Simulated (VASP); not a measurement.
Runs of VASP 6.6.1 on Pd. The structure is that of space group Fm-3m (No. 225), or close to it. The cells are those of the table. 

```csv
cell,gap on the mesh (eV),pressure (GPa)
"a = 2.725 Å, angles 60.0°, 1 atom",none,(a)
"a = 2.713 Å, angles 60.0°, 1 atom",none,(b)
"a = 2.742 Å, angles 60.0°, 1 atom",none,-0.4
"a = 2.738 Å, angles 60.0°, 1 atom",none,0.7
"a = 2.702 Å, angles 60.0°, 1 atom",none,9.6
```

Alike in all rows: task single point; level PBEsol; potentials or basis VASP PAW PBE potentials, release 64 (Pd); no spin polarisation; k mesh 24 × 24 × 24; cutoff (eV) 520; smearing fermi-dirac 0.1 eV.

Problem. Estimate the missing entries.

Solution. (a) 3.6; (b) 6.6.

Caveats: the PAW data sets were made with another functional, which shifts forces and pressure a little.

A k mesh can miss the band edges, and the runs leave out spin-orbit coupling on Pd.

A gap of «none» marks levels without a gap at the run's occupations.
